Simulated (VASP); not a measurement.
# TePb (Pm-3m) in VASP: a series of runs

TePb is run at these levels: B3LYP; tasks: single point.

All numbers are computed with VASP 6.6.1; they aren't measurements. Logs are shortened: lines on timing, memory, paths and dates and some standing lists are left out, and cuts for length are marked.

## (1) The cell of the first run

It takes space group Pm-3m (No. 221, cubic). Conventional cell: a = 4.002 Å, b = 4.002 Å, c = 4.002 Å, α = 90.00°, β = 90.00°, γ = 90.00°. Within 4.6 Å of Pb (site symmetry m-3m) lie 8 Te at 3.47 Å and 6 Pb at 4.00 Å. Within 4.6 Å of Te (site symmetry m-3m) lie 8 Pb at 3.47 Å and 6 Te at 4.00 Å.

## (2) Single point, B3LYP

Input file POSCAR:

```
TePb
1.0
    4.0022870000      0.0000000000      0.0000000000
    0.0000000000      4.0022870000      0.0000000000
    0.0000000000      0.0000000000      4.0022870000
Pb Te
1 1
Direct
    0.0000000000      0.0000000000      0.0000000000
    0.5000000000      0.5000000000      0.5000000000
```

Input file INCAR.step1:

```
SYSTEM = TePb
PREC     = Accurate       ! precision mode
ENCUT    = 520            ! plane-wave cutoff, eV
EDIFF    = 1E-5           ! SCF threshold, eV
ISMEAR   = -1             ! smearing method
SIGMA    = 0.05           ! smearing width, eV
LREAL    = .False.        ! projectors in reciprocal space
LASPH    = .True.         ! aspherical terms in the spheres
NELM     = 60             ! most SCF steps
ALGO     = Normal         ! electronic algorithm
ISIF     = 2              ! what is computed and relaxed
LWAVE    = .True.         ! write WAVECAR
LCHARG   = .False.        ! write CHGCAR
NBANDS   = 17             ! bands
GGA      = PE             ! functional
```

Input file INCAR.step2:

```
SYSTEM = TePb
PREC     = Accurate       ! precision mode
ENCUT    = 520            ! plane-wave cutoff, eV
EDIFF    = 1E-6           ! SCF threshold, eV
ISMEAR   = -1             ! smearing method
SIGMA    = 0.05           ! smearing width, eV
LREAL    = .False.        ! projectors in reciprocal space
LASPH    = .True.         ! aspherical terms in the spheres
NELM     = 60             ! most SCF steps
ALGO     = Normal         ! electronic algorithm
ISIF     = 2              ! what is computed and relaxed
LWAVE    = .False.        ! write WAVECAR
LCHARG   = .False.        ! write CHGCAR
GGA      = B3             ! functional
LHFCALC  = .True.         ! exact exchange
AEXX     = 0.2            ! exact-exchange fraction
AGGAX    = 0.72         
AGGAC    = 0.81         
ALDAC    = 0.19         
PRECFOCK = Normal       
NBANDS   = 17             ! bands
ISTART   = 1
```

Input file KPOINTS:

```
regular mesh
0
Gamma
  4 4 4
  0 0 0
```

Potentials or basis: VASP PAW PBE potentials, release 64 (Pb_d, Te).

Command:

```console
$ cat potpaw_PBE.64/Pb_d/POTCAR potpaw_PBE.64/Te/POTCAR > POTCAR
$ cp INCAR.step1 INCAR
$ mpirun -np 1 vasp_std > vasp.out
$ cp INCAR.step2 INCAR
$ mpirun -np 1 vasp_std > vasp.out
```

OUTCAR:

```text
SYSTEM = TePb
   PREC = Accurate
   ENCUT = 520
   EDIFF = 1E-6
   ISMEAR = -1
   LREAL = .False.
   LASPH = .True.
   NELM = 60
   ISIF = 2
   GGA = B3
   LHFCALC = .True.
   AEXX = 0.2
   PRECFOCK = Normal
   ISTART = 1

 ion  position               nearest neighbor table
   1  0.000  0.000  0.000-   2 3.47   2 3.47   2 3.47   2 3.47   2 3.47   2 3.47   2 3.47   2 3.47

   2  0.500  0.500  0.500-   1 3.47   1 3.47   1 3.47   1 3.47   1 3.47   1 3.47   1 3.47   1 3.47

  LATTYP: Found a simple cubic cell.
 ALAT       =     4.0022870000

  Lattice vectors:

 A1 = (   4.0022870000,   0.0000000000,   0.0000000000)
 A2 = (   0.0000000000,   4.0022870000,   0.0000000000)
 A3 = (   0.0000000000,   0.0000000000,   4.0022870000)

Analysis of symmetry for initial positions (statically):
=====================================================================
 Subroutine PRICEL returns:
 Original cell was already a primitive cell.

 Routine SETGRP: Setting up the symmetry group for a
 simple cubic supercell.

 Subroutine GETGRP returns: Found 48 space group operations
 (whereof 48 operations were pure point group operations)
 out of a pool of 48 trial point group operations.

The static configuration has the point symmetry O_h .

Analysis of symmetry for dynamics (positions and initial velocities):
=====================================================================
 Subroutine PRICEL returns:
 Original cell was already a primitive cell.

 Routine SETGRP: Setting up the symmetry group for a
 simple cubic supercell.

 Subroutine GETGRP returns: Found 48 space group operations
 (whereof 48 operations were pure point group operations)
 out of a pool of 48 trial point group operations.

The dynamic configuration has the point symmetry O_h .

 Subroutine INISYM returns: Found 48 space group operations
 (whereof 48 operations are pure point group operations),
 and found     1 'primitive' translations

----------------------------------------------------------------------------------------

                                     Primitive cell

  volume of cell :      64.1098

  direct lattice vectors                    reciprocal lattice vectors
     4.002287000  0.000000000  0.000000000     0.249857144  0.000000000  0.000000000
[... 74 lines left out ...]
   NSW    =      0    number of steps for IOM
   IBRION =     -1    ionic relax: 0-MD 1-quasi-New 2-CG
   NFREE  =      0    steps in history (QN), initial steepest desc. (CG)
   ISIF   =      2    stress and relaxation
   ISYM   =      3    0-nonsym 1-usesym 2-fastsym
   POTIM  = 0.5000    time-step for ionic-motion
   TEBEG  =    0.0;   TEEND  =   0.0 temperature during run
   PSTRESS=    0.0 pullay stress
   NELECT =      20.0000    total number of electrons
   NUPDOWN=      -1.0000    fix difference up-down
   EMIN   =  10.00;   EMAX   =-10.00  energy-range for DOS
   EFERMI =   0.00;   METHOD = LEGACY
   ISMEAR =    -1;   SIGMA  =   0.05  broadening in eV -4-tet -1-fermi 0-gaus
   EFERMI_NEDOS =   21; number of points for ismear=-14 and -15
   IALGO  =     38    algorithm
   IMIX   =      1    mixing-type and parameters
     AMIX     =   0.40;   BMIX     =  1.00
     AMIX_MAG =   1.60;   BMIX_MAG =  1.00
  volume/ion in A,a.u.               =      32.05       216.32
  Fermi-wavevector in a.u.,A,eV,Ry     =   1.110307  2.098177 16.773027  1.232783
  Thomas-Fermi vector in A             =   2.246857
   LORBIT       =      0    0 simple, 1 ext, 2 COOP (PROOUT), +10 PAW based schemes
   GGA     = B3    functional components
   LHFCALC =     T    Hartree Fock is set to
   PRECFOCK=normal    Normal, Fast or Accurate (Low or Medium for compatibility)
   ENCUT4O =  -1.0   cutoff for four orbital integrals eV
   NKREDX  =     1    reduce k-point grid by
   NKREDY  =     1    reduce k-point grid by
   NKREDZ  =     1    reduce k-point grid by
   AEXX    =    0.2000 exact exchange contribution
   HFSCREEN=    0.0000 screening length (either q_TF or 0.3 A-1)
   HFSCREENC=   0.0000 screening length for correlation (either q_TF or 0.3 A-1)
   ENCUTFOCK=  -1.0 apply spherical cutoff to Coloumb kernel
   IVDW    =     0    specifies the selected vdW correction
   LEPSILON=     F    determine dielectric tensor
   LRPA    =     F    only Hartree local field effects (RPA)
 non-spin polarized calculation
  energy-cutoff  :      520.00
  volume of cell :       64.11
 maximum number of plane-waves:      1750
 NGX is ok and might be reduce to    30
  NGX = 24; NGY = 24; NGZ = 24

 number of electron      20.0000009 magnetization

 Free energy of the ion-electron system (eV)
  ---------------------------------------------------
  ext. energy  EPLUGINS =         0.00000000
  ---------------------------------------------------
  free energy    TOTEN  =        -7.68112760 eV

  energy without entropy =       -7.68093485  energy(sigma->0) =       -7.68103123

 E-fermi :   6.5849     XC(G=0):  -7.6553

 val. band max:        6.2187545369   @ k =   0.5000   0.2500   0.0000
 cond. band min:       6.8831066349   @ k =   0.5000   0.5000   0.0000
 fundamental gap:      0.6643520979
 Fermi energy:         6.5848768961

 k-point     1 :       0.0000    0.0000    0.0000
  band No.  band energies     occupation
      1     -12.7144      2.00000
      2     -12.7144      2.00000
      3     -12.6352      2.00000
      4     -12.6352      2.00000
      5     -12.6352      2.00000
      6      -7.0181      2.00000
[... 177 lines left out ...]
      4     -12.6020      2.00000
      5     -12.6020      2.00000
      6      -4.2851      2.00000
[... 9 lines left out ...]
     16      21.4768      0.00000
     17      22.5486      0.00000

------------------------ aborting loop because EDIFF is reached ----------------------------------------

  FORCE on cell =-STRESS in cart. coord.  units (eV):
  Direction    XX          YY          ZZ          XY          YZ          ZX
  --------------------------------------------------------------------------------------
  -------------------------------------------------------------------------------------
  Total        1.1311243      1.1311243      1.1311243      0.0000000     -0.0000000      0.0000000
  in kB       28.2680751     28.2680751     28.2680751      0.0000000     -0.0000000      0.0000000
  external PRESSURE =      28.2680751 kB  Pullay stress =       0.0000000 kB

 VOLUME and BASIS-vectors are now :
 -----------------------------------------------------------------------------
  energy-cutoff  :      520.00
  volume of cell :       64.11
      direct lattice vectors                 reciprocal lattice vectors
     4.002287000  0.000000000  0.000000000     0.249857144  0.000000000  0.000000000
     0.000000000  4.002287000  0.000000000     0.000000000  0.249857144  0.000000000
     0.000000000  0.000000000  4.002287000     0.000000000  0.000000000  0.249857144

 POSITION                                       TOTAL-FORCE (eV/Angst)
 -----------------------------------------------------------------------------------
      0.00000      0.00000      0.00000         0.000000      0.000000      0.000000
      2.00114      2.00114      2.00114         0.000000      0.000000      0.000000
 -----------------------------------------------------------------------------------
    total drift:                               -0.000000     -0.000001      0.000001

  FREE ENERGIE OF THE ION-ELECTRON SYSTEM (eV)
  ---------------------------------------------------
  free  energy   TOTEN  =        -7.6811275985 eV

  energy  without entropy=       -7.6809348530  energy(sigma->0) =       -7.68103123
```

OUTCAR.step1:

```text
SYSTEM = TePb
   PREC = Accurate
   ENCUT = 520
   EDIFF = 1E-5
   ISMEAR = -1
   LREAL = .False.
[... 406 lines left out ...]
      0.00000      0.00000      0.00000         0.000000      0.000000      0.000000
      2.00114      2.00114      2.00114         0.000000      0.000000      0.000000
 -----------------------------------------------------------------------------------
    total drift:                               -0.000000     -0.000000     -0.000000

  FREE ENERGIE OF THE ION-ELECTRON SYSTEM (eV)
  ---------------------------------------------------
  free  energy   TOTEN  =        -6.9501811016 eV

  energy  without entropy=       -6.9259092752  energy(sigma->0) =       -6.93804519
```

OSZICAR.step1:

```text
N       E                     dE             d eps       ncg     rms          rms(c)
DAV:   1     0.150199068259E+03    0.15020E+03   -0.92761E+03   340   0.116E+03
DAV:   2     0.427476829997E+01   -0.14592E+03   -0.14154E+03   342   0.294E+02
DAV:   3    -0.687665550320E+01   -0.11151E+02   -0.10450E+02   443   0.859E+01
DAV:   4    -0.718955991958E+01   -0.31290E+00   -0.31070E+00   463   0.148E+01
DAV:   5    -0.719901936654E+01   -0.94594E-02   -0.94588E-02   498   0.254E+00    0.328E+00
DAV:   6    -0.695527303701E+01    0.24375E+00   -0.48727E-01   472   0.466E+00    0.206E+00
DAV:   7    -0.695398029473E+01    0.12927E-02   -0.91447E-02   461   0.137E+00    0.117E+00
DAV:   8    -0.700896377715E+01   -0.54983E-01   -0.23270E-01   442   0.309E+00    0.880E-01
DAV:   9    -0.695014451531E+01    0.58819E-01   -0.12193E-01   464   0.222E+00    0.129E-01
DAV:  10    -0.695014557237E+01   -0.10571E-05   -0.55678E-03   377   0.357E-01    0.655E-02
DAV:  11    -0.695018042035E+01   -0.34848E-04   -0.18551E-04   473   0.701E-02    0.614E-02
DAV:  12    -0.695021183266E+01   -0.31412E-04   -0.34386E-05   351   0.317E-02    0.463E-02
DAV:  13    -0.695018112144E+01    0.30711E-04   -0.41652E-05   369   0.394E-02    0.279E-02
DAV:  14    -0.695018110156E+01    0.19882E-07   -0.42682E-06   199   0.111E-02
   1 F= -.69501811E+01 E0= -.69380452E+01  d E =-.242718E-01
```

Run time: 17 min. Hardware: 1 thread of AMD EPYC 7R13, shared host; peak memory 0.16 GiB.

What came out:

* Free energy: -7.6811 eV
* Pressure: 2.8 GPa
* Band gap on the k mesh: zero (bands 10 and 11 overlap by 1.51 eV)

Levels at points of the mesh, in eV from the Fermi level:
| k point | band 7 | band 8 | band 9 | band 10 | band 11 | band 12 | band 13 | band 14 |
| --- | --- | --- | --- | --- | --- | --- | --- | --- |
| (0.00, 0.00, 0.00) | -7.76 | -2.17 | -2.17 | -2.17 | 4.88 | 4.88 | 5.87 | 5.87 |
| (0.50, 0.00, 0.00) | -10.37 | -1.18 | -0.59 | -0.59 | 0.59 | 2.72 | 2.72 | 6.30 |
| (0.50, 0.50, 0.00) | -9.12 | -5.17 | -5.17 | 0.30 | 3.97 | 4.38 | 4.38 | 6.95 |
| (0.50, 0.50, 0.50) | -8.34 | -3.02 | -3.02 | -3.02 | -1.21 | -1.21 | -1.21 | 14.89 |

Caveat: the k points lie up to 0.39 Å⁻¹ apart, too coarse for converged energies and pressures of a metal; the PAW data sets were made with another functional, which shifts forces and pressure a little; spin-orbit coupling is left out, which moves the levels of the heavy elements.

## (3) Single point, B3LYP

This run uses another cell than the first one, of 32.70 Å³/atom.

Input file POSCAR:

```
TePb
1.0
    4.0287929844      0.0000000000      0.0000000000
    0.0000000000      4.0287929844      0.0000000000
    0.0000000000      0.0000000000      4.0287929844
Pb Te
1 1
Direct
    0.0000000000      0.0000000000      0.0000000000
    0.5000000000      0.5000000000      0.5000000000
```

Input file INCAR.step1:

```
SYSTEM = TePb
ALGO     = Normal         ! electronic algorithm
EDIFF    = 1E-5           ! SCF threshold, eV
ENCUT    = 520            ! plane-wave cutoff, eV
GGA      = PE             ! functional
ISIF     = 2              ! what is computed and relaxed
ISMEAR   = -1             ! smearing method
LASPH    = .TRUE.         ! aspherical terms in the spheres
LCHARG   = .FALSE.        ! write CHGCAR
LREAL    = .FALSE.        ! projectors in reciprocal space
LWAVE    = .TRUE.         ! write WAVECAR
NBANDS   = 17             ! bands
NELM     = 80             ! most SCF steps
PREC     = Accurate       ! precision mode
SIGMA    = 0.05           ! smearing width, eV
```

Input file INCAR.step2:

```
SYSTEM = TePb
AEXX     = 0.2            ! exact-exchange fraction
AGGAC    = 0.81         
AGGAX    = 0.72         
ALDAC    = 0.19         
ALGO     = Normal         ! electronic algorithm
EDIFF    = 1E-7           ! SCF threshold, eV
ENCUT    = 520            ! plane-wave cutoff, eV
GGA      = B3             ! functional
ISIF     = 2              ! what is computed and relaxed
ISMEAR   = -1             ! smearing method
ISTART   = 1            
LASPH    = .TRUE.         ! aspherical terms in the spheres
LCHARG   = .FALSE.        ! write CHGCAR
LHFCALC  = .TRUE.         ! exact exchange
LREAL    = .FALSE.        ! projectors in reciprocal space
LWAVE    = .FALSE.        ! write WAVECAR
NBANDS   = 17             ! bands
NELM     = 80             ! most SCF steps
PREC     = Accurate       ! precision mode
PRECFOCK = Normal       
SIGMA    = 0.05           ! smearing width, eV
```

Input file KPOINTS:

```
k-points
0
G
  4 4 4
  0 0 0
```

Potentials or basis: VASP PAW PBE potentials, release 64 (Pb_d, Te).

Command:

```console
$ cat potpaw_PBE.64/Pb_d/POTCAR potpaw_PBE.64/Te/POTCAR > POTCAR
$ cp INCAR.step1 INCAR
$ mpirun -np 1 vasp_std > vasp.out
$ cp INCAR.step2 INCAR
$ mpirun -np 1 vasp_std > vasp.out
```

It took 22 min on 1 thread of AMD EPYC 7R13, shared host; peak memory 0.16 GiB.

The run converged. Its results:

```yaml
Free_energy: -7.6999 eV
Pressure: 1.8 GPa
Band_gap_on_the_k_mesh: zero (bands 10 and 11 overlap by 1.44 eV)
```

Levels at points of the mesh, in eV from the Fermi level:
| k point | band 8 | band 9 | band 10 | band 11 | band 12 | band 13 |
| --- | --- | --- | --- | --- | --- | --- |
| (0.00, 0.00, 0.00) | -2.12 | -2.12 | -2.12 | 4.91 | 4.91 | 5.74 |
| (0.50, 0.00, 0.00) | -1.21 | -0.58 | -0.58 | 0.57 | 2.70 | 2.70 |
| (0.50, 0.50, 0.00) | -5.04 | -5.04 | 0.29 | 3.91 | 4.31 | 4.31 |
| (0.50, 0.50, 0.50) | -2.95 | -2.95 | -2.95 | -1.15 | -1.15 | -1.15 |

Caveat: the k points lie up to 0.39 Å⁻¹ apart, too coarse for converged energies and pressures of a metal; the PAW data sets were made with another functional, which shifts forces and pressure a little; spin-orbit coupling is left out, which moves the levels of the heavy elements.

## (4) Single point, B3LYP

This run uses another cell than the first one, of 33.34 Å³/atom.

Input file POSCAR:

```
TePb
1.0
    4.0549547108      0.0000000000      0.0000000000
    0.0000000000      4.0549547108      0.0000000000
    0.0000000000      0.0000000000      4.0549547108
Pb Te
1 1
Direct
    0.0000000000      0.0000000000      0.0000000000
    0.5000000000      0.5000000000      0.5000000000
```

Input file INCAR.step1:

```
  PREC = Accurate
  ENCUT = 520
  EDIFF = 1E-5
  ISMEAR = -1
  SIGMA = 0.05
  LREAL = F
  LASPH = T
  NELM = 60
  ALGO = Normal
  ISIF = 2
  LWAVE = T
  LCHARG = F
  GGA = PE
  NBANDS = 17
```

Input file INCAR.step2:

```
  PREC = Accurate
  ENCUT = 520
  EDIFF = 1E-6
  ISMEAR = -1
  SIGMA = 0.05
  LREAL = F
  LASPH = T
  NELM = 60
  ALGO = Normal
  ISIF = 2
  LWAVE = F
  LCHARG = F
  GGA = B3
  LHFCALC = T
  AEXX = 0.2
  AGGAX = 0.72
  AGGAC = 0.81
  ALDAC = 0.19
  PRECFOCK = Normal
  ISTART = 1
  NBANDS = 17
```

Input file KPOINTS:

```
regular mesh
0
Gamma
  4 4 4
```

Command:

```console
$ cat potpaw_PBE.64/Pb_d/POTCAR potpaw_PBE.64/Te/POTCAR > POTCAR
$ cp INCAR.step1 INCAR
$ mpirun -np 1 vasp_std > vasp.out
$ cp INCAR.step2 INCAR
$ mpirun -np 1 vasp_std > vasp.out
```

Run time: 17 min. Hardware: 1 thread of AMD EPYC 7R13, shared host; peak memory 0.16 GiB.

Results (log left out):

| Property | Result |
| --- | --- |
| Free energy | -7.7113 eV |
| Pressure | 1.0 GPa |
| Band gap on the k mesh | zero (bands 10 and 11 overlap by 1.38 eV) |

Levels at points of the mesh, in eV from the Fermi level:
```csv
k point,band 8,band 9,band 10,band 11,band 12,band 13
"(0.00, 0.00, 0.00)",-2.07,-2.07,-2.07,4.94,4.94,5.62
"(0.50, 0.00, 0.00)",-1.24,-0.57,-0.57,0.54,2.68,2.68
"(0.50, 0.50, 0.00)",-4.93,-4.93,0.29,3.85,4.25,4.25
"(0.50, 0.50, 0.50)",-2.88,-2.88,-2.88,-1.09,-1.09,-1.09
```

Caveat: the k points lie up to 0.39 Å⁻¹ apart, too coarse for converged energies and pressures of a metal; the PAW data sets were made with another functional, which shifts forces and pressure a little; spin-orbit coupling is left out, which moves the levels of the heavy elements.

## (5) Summary

| cell | gap on the mesh (eV) | pressure (GPa) |
| --- | --- | --- |
| a = 4.002 Å, 2 atoms | none | 2.8 |
| a = 4.029 Å, 2 atoms | none | 1.8 |
| a = 4.055 Å, 2 atoms | none | 1.0 |

Alike in all rows: task single point; level B3LYP; potentials or basis VASP PAW PBE potentials, release 64 (Pb_d, Te); no spin polarisation; k mesh 4 × 4 × 4; cutoff (eV) 520; smearing fermi-dirac 0.05 eV.

Caveats: all runs use coarse meshes; the PAW data sets were made with another functional, which shifts forces and pressure a little; spin-orbit coupling is left out, which moves the levels of the heavy elements.

Absolute energies hang on the potentials; compare differences alone.

The gap in the log of VASP goes by the Fermi energy; the results here count the filled bands.